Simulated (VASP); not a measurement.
# AgBr (Fm-3m) in VASP: a series of runs, part 2 of 3

VASP 6.6.1. The steps go on from the part before.

## (4) Electric field gradients, PBE (volume scaled by 0.94)

INCAR

```
SYSTEM = AgBr
PREC = Accurate
ENCUT = 400
EDIFF = 1E-8
ISMEAR = -1
SIGMA = 0.03
LREAL = .FALSE.
LASPH = .TRUE.
NELM = 120
ALGO = Normal
ISIF = 2
LWAVE = .FALSE.
LCHARG = .FALSE.
GGA = PE
LEFG = .TRUE.
NBANDS = 16
GGA_COMPAT = .FALSE.
```

KPOINTS

```
regular mesh
0
G
  7 7 7
  0 0 0
```

POSCAR

```
AgBr
1.0
    0.0000000000      2.8271344891      2.8271344891
    2.8271344891      0.0000000000      2.8271344891
    2.8271344891      2.8271344891      0.0000000000
Ag Br
1 1
Direct
    0.5000000000      0.5000000000      0.5000000000
    0.0000000000      0.0000000000      0.0000000000
```

Potentials or basis: VASP PAW PBE potentials, release 64 (Ag, Br).

The run is started by

```bash
$ cat potpaw_PBE.64/Ag/POTCAR potpaw_PBE.64/Br/POTCAR > POTCAR
$ mpirun -np 1 vasp_std > vasp.out
```

OUTCAR:

```text
SYSTEM = AgBr
   PREC = Accurate
   ENCUT = 400
   EDIFF = 1E-8
   ISMEAR = -1
   LREAL = .FALSE.
   LASPH = .TRUE.
   NELM = 120
   ISIF = 2
   GGA = PE

 ion  position               nearest neighbor table
   1  0.500  0.500  0.500-   2 2.83   2 2.83   2 2.83   2 2.83   2 2.83   2 2.83
   2  0.000  0.000  0.000-   1 2.83   1 2.83   1 2.83   1 2.83   1 2.83   1 2.83

  LATTYP: Found a face centered cubic cell.
 ALAT       =     5.6542689782

  Lattice vectors:

 A1 = (   0.0000000000,   2.8271344891,   2.8271344891)
[... 586 lines left out ...]
  ---------------------------------------------------
  free  energy   TOTEN  =        -4.9361807443 eV

  energy  without entropy=       -4.9361806424  energy(sigma->0) =       -4.93618069

 Electric field gradients (V/A^2)
---------------------------------------------------------------------
 ion       V_xx      V_yy      V_zz      V_xy      V_xz      V_yz
---------------------------------------------------------------------
   1      -0.000     0.000     0.000    -0.002    -0.002    -0.002
   2      -0.000     0.000     0.000    -0.000    -0.000    -0.000
---------------------------------------------------------------------

 Electric field gradients after diagonalization (V/A^2)
 (convention: |V_zz| > |V_xx| > |V_yy|)
----------------------------------------------------------------------
 ion       V_xx      V_yy      V_zz     asymmetry (V_yy - V_xx)/ V_zz
----------------------------------------------------------------------
   1       0.002     0.002    -0.003       0.000
   2       0.000     0.000    -0.000       0.000
----------------------------------------------------------------------

           NMR quadrupolar parameters

 Cq : quadrupolar parameter    Cq=e*Q*V_zz/h
 eta: asymmetry parameters     (V_yy - V_xx)/ V_zz
 Q  : nuclear electric quadrupole moment in mb (millibarn)
----------------------------------------------------------------------
 ion       Cq(MHz)       eta       Q (mb)
----------------------------------------------------------------------
   1      -0.000       0.000       1.000
   2      -0.000       0.000       1.000
----------------------------------------------------------------------
```

stdout:

```text
POSCAR found type information on POSCAR AgBr
 POSCAR found :  2 types and       2 ions
 scaLAPACK will be used
 LDA part: xc-table for (Slater+PW92), standard interpolation
 POSCAR, INCAR and KPOINTS ok, starting setup
 FFT: planning ... GRIDC
 FFT: planning ... GRID_SOFT
 FFT: planning ... GRID
 WAVECAR not read
 entering main loop
ion   1

ion   2
```

Wall time 15 s (1 thread of Intel Xeon 6975P-C, shared host); peak memory 0.15 GiB.

Results:

```yaml
Free_energy: -4.9362 eV
Pressure: 4.7 GPa
Band_gap_on_the_k_mesh: 0.75 eV, indirect (least direct gap 2.77 eV)
```

Caveat: without QUAD_EFG the Cq values of the log hold for a quadrupole moment of 1 mb, not for the nuclei.

## (5) Electric field gradients, PBE (volume scaled by 0.98)

INCAR

```
SYSTEM = AgBr
PREC = Accurate ; ENCUT = 400
EDIFF = 1E-8 ; ISMEAR = -1
SIGMA = 0.03 ; LREAL = .False.
LASPH = .True. ; NELM = 120
ALGO = Normal ; ISIF = 2
LWAVE = .False. ; LCHARG = .False.
GGA = PE ; LEFG = .True.
NBANDS = 16 ; GGA_COMPAT = .False.
```

KPOINTS

```
regular mesh
0
Gamma
  7 7 7
  0 0 0
```

POSCAR

```
AgBr
1.0
    0.0000000000      2.8666799533      2.8666799533
    2.8666799533      0.0000000000      2.8666799533
    2.8666799533      2.8666799533      0.0000000000
Ag Br
1 1
Direct
    0.5000000000      0.5000000000      0.5000000000
    0.0000000000      0.0000000000      0.0000000000
```

Potentials or basis: VASP PAW PBE potentials, release 64 (Ag, Br).

The run is started by

```bash
$ cat potpaw_PBE.64/Ag/POTCAR potpaw_PBE.64/Br/POTCAR > POTCAR
$ mpirun -np 1 vasp_std > vasp.out
```

OUTCAR:

```text
SYSTEM = AgBr
   PREC = Accurate
   ENCUT = 400
   EDIFF = 1E-8
   ISMEAR = -1
   LREAL = .False.
   LASPH = .True.
   NELM = 120
   ISIF = 2
   GGA = PE

 ion  position               nearest neighbor table
   1  0.500  0.500  0.500-   2 2.87   2 2.87   2 2.87   2 2.87   2 2.87   2 2.87
   2  0.000  0.000  0.000-   1 2.87   1 2.87   1 2.87   1 2.87   1 2.87   1 2.87

  LATTYP: Found a face centered cubic cell.
 ALAT       =     5.7333599066

  Lattice vectors:

 A1 = (   0.0000000000,   2.8666799533,   2.8666799533)
 A2 = (   2.8666799533,   0.0000000000,   2.8666799533)
 A3 = (   2.8666799533,   2.8666799533,   0.0000000000)

Analysis of symmetry for initial positions (statically):
=====================================================================
 Subroutine PRICEL returns:
 Original cell was already a primitive cell.

 Routine SETGRP: Setting up the symmetry group for a
 face centered cubic supercell.

 Subroutine GETGRP returns: Found 48 space group operations
 (whereof 48 operations were pure point group operations)
 out of a pool of 48 trial point group operations.

The static configuration has the point symmetry O_h .

Analysis of symmetry for dynamics (positions and initial velocities):
=====================================================================
 Subroutine PRICEL returns:
 Original cell was already a primitive cell.

 Routine SETGRP: Setting up the symmetry group for a
 face centered cubic supercell.

 Subroutine GETGRP returns: Found 48 space group operations
 (whereof 48 operations were pure point group operations)
 out of a pool of 48 trial point group operations.

[... 152 lines left out ...]
      2       0.8533      2.00000
      3       0.8533      2.00000
      4       0.8533      2.00000
      5       0.8534      2.00000
      6       0.8534      2.00000
[... 357 lines left out ...]
      3      -0.3865      2.00000
      4      -0.2725      2.00000
      5       1.1281      2.00000
      6       1.2214      2.00000
[... 8 lines left out ...]
     15      16.4408      0.00000
     16      18.9459      0.00000

------------------------ aborting loop because EDIFF is reached ----------------------------------------

  FORCE on cell =-STRESS in cart. coord.  units (eV):
  Direction    XX          YY          ZZ          XY          YZ          ZX
  --------------------------------------------------------------------------------------
  -------------------------------------------------------------------------------------
  Total        0.6682947      0.6682947      0.6682947      0.0000000      0.0000000     -0.0000000
  in kB       22.7253690     22.7253690     22.7253690      0.0000000      0.0000000     -0.0000000
  external PRESSURE =      22.7253690 kB  Pullay stress =       0.0000000 kB

 VOLUME and BASIS-vectors are now :
 -----------------------------------------------------------------------------
  energy-cutoff  :      400.00
  volume of cell :       47.12
      direct lattice vectors                 reciprocal lattice vectors
     0.000000000  2.866679953  2.866679953    -0.174417796  0.174417796  0.174417796
     2.866679953  0.000000000  2.866679953     0.174417796 -0.174417796  0.174417796
     2.866679953  2.866679953  0.000000000     0.174417796  0.174417796 -0.174417796

 POSITION                                       TOTAL-FORCE (eV/Angst)
 -----------------------------------------------------------------------------------
      2.86668      2.86668      2.86668        -0.000000      0.000000      0.000000
      0.00000      0.00000      0.00000         0.000000     -0.000000      0.000000
 -----------------------------------------------------------------------------------
    total drift:                                0.000000      0.000000      0.000000

  FREE ENERGIE OF THE ION-ELECTRON SYSTEM (eV)
  ---------------------------------------------------
  free  energy   TOTEN  =        -4.9799036787 eV

  energy  without entropy=       -4.9799035696  energy(sigma->0) =       -4.97990362

 Electric field gradients (V/A^2)
---------------------------------------------------------------------
 ion       V_xx      V_yy      V_zz      V_xy      V_xz      V_yz
---------------------------------------------------------------------
   1      -0.000     0.000    -0.000    -0.002    -0.002    -0.002
   2      -0.000    -0.000     0.000     0.000     0.000     0.000
---------------------------------------------------------------------

 Electric field gradients after diagonalization (V/A^2)
 (convention: |V_zz| > |V_xx| > |V_yy|)
----------------------------------------------------------------------
 ion       V_xx      V_yy      V_zz     asymmetry (V_yy - V_xx)/ V_zz
----------------------------------------------------------------------
   1       0.002     0.002    -0.003       0.000
   2      -0.000    -0.000     0.000       0.000
----------------------------------------------------------------------

           NMR quadrupolar parameters

 Cq : quadrupolar parameter    Cq=e*Q*V_zz/h
 eta: asymmetry parameters     (V_yy - V_xx)/ V_zz
 Q  : nuclear electric quadrupole moment in mb (millibarn)
----------------------------------------------------------------------
 ion       Cq(MHz)       eta       Q (mb)
----------------------------------------------------------------------
   1      -0.000       0.000       1.000
   2       0.000       0.000       1.000
----------------------------------------------------------------------
```

stdout:

```text
POSCAR found type information on POSCAR AgBr
 POSCAR found :  2 types and       2 ions
 scaLAPACK will be used
 LDA part: xc-table for (Slater+PW92), standard interpolation
 POSCAR, INCAR and KPOINTS ok, starting setup
 FFT: planning ... GRIDC
 FFT: planning ... GRID_SOFT
 FFT: planning ... GRID
 WAVECAR not read
 entering main loop
ion   1

ion   2
```

Wall time 12 s (1 thread of Intel Xeon 6975P-C, shared host); peak memory 0.15 GiB.

What came out:

- Free energy: -4.9799 eV
- Pressure: 2.3 GPa
- Band gap on the k mesh: 0.74 eV, indirect (least direct gap 2.62 eV)

Levels at points of the mesh, in eV from the valence-band top:
| k point | band 5 | band 6 | band 7 | band 8 | band 9 | band 10 | band 11 | band 12 | band 13 | band 14 |
| --- | --- | --- | --- | --- | --- | --- | --- | --- | --- | --- |
| (0.00, 0.00, 0.00) | -2.74 | -2.74 | -1.87 | -1.87 | -1.87 | 0.74 | 9.98 | 9.98 | 9.98 | 11.21 |

Caveat: without QUAD_EFG the Cq values of the log hold for a quadrupole moment of 1 mb, not for the nuclei.

(Continued in part 3 of 3.)
